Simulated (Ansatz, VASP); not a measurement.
**One calculation of Mn, two programs**

INCAR

```
SYSTEM = Mn
PREC = Accurate
ENCUT = 520
EDIFF = 1E-6
ISMEAR = -1
SIGMA = 0.05
LREAL = .False.
LASPH = .True.
NELM = 150
ALGO = Normal
ISIF = 2
LWAVE = .False.
LCHARG = .False.
ISPIN = 2
MAGMOM = 3.14 -3.14
LORBIT = 11
LMAXMIX = 4
GGA = RP
NBANDS = 24
```

KPOINTS

```
regular mesh
0
Gamma
  12 12 12
  0 0 0
```

POSCAR

```
Mn
1.0
    3.1063722210      0.0000000000      0.0000000000
    0.0000000000      3.1063722210      0.0000000000
    0.0000000000      0.0000000000      3.1063722210
Mn
2
Direct
    0.0000000000      0.0000000000      0.0000000000
    0.5000000000      0.5000000000      0.5000000000
```

Input for Ansatz:

```yaml
crystal:
  lattice:
    - [3.106372221, 0.0, 0.0]
    - [0.0, 3.106372221, 0.0]
    - [0.0, 0.0, 3.106372221]
  atoms:
    - { symbol: Mn, position: [0.0, 0.0, 0.0], spin: 3.14 }
    - { symbol: Mn, position: [0.5, 0.5, 0.5], spin: -3.14 }
hamiltonian:
  xc: rpbe
  pseudopotentials:
    kind: paw
    azcp:
      Mn: "pseudopotentials/Mn.paw.azcp"
basis:
  ecutwfc: 420
  fft_grid_basis: typed
kpoints:
  mp_grid: { grid: [12, 12, 12], shift: [0, 0, 0] }
magnetization:
  spin_polarized: true
scf:
  occupations: { method: fermi_dirac, width: 0.05 }
  lower_state_search: "off"
output:
  stress: true
  write_density: true
  write_potential: true
  elf: true
  volumetric_format: npy
```

Alike in both runs: task single point; functional RPBE; k mesh 12 × 12 × 12; occupations fermi-dirac, width 0.05 eV; collinear spin.

```csv
,VASP,Ansatz
version,VASP 6.6.1,Ansatz 0.2.0
potentials or method,"VASP PAW PBE potentials, release 64 (Mn_pv), cutoff 520 eV","plane waves (420 eV) with PAW, scalar-relativistic"
valence electrons in the cell,26,30
```

VASP gave:

* pressure (GPa): -4.2
* net moment per atom (μB): 0.00
* size of the moment on the site where the two differ most (μB): 3.44

Q: What did Ansatz give for the same quantities?

A: Pressure (GPa): -4.4; net moment per atom (μB): 0.00; size of the moment on the site where the two differ most (μB): 3.42.

VASP's potentials were made for PBE, not for RPBE. Site moments also hang on the region over which each program counts them. VASP's potentials hold 26 valence electrons a cell and Ansatz's 30, so a difference there can come from the potentials and not from the codes.
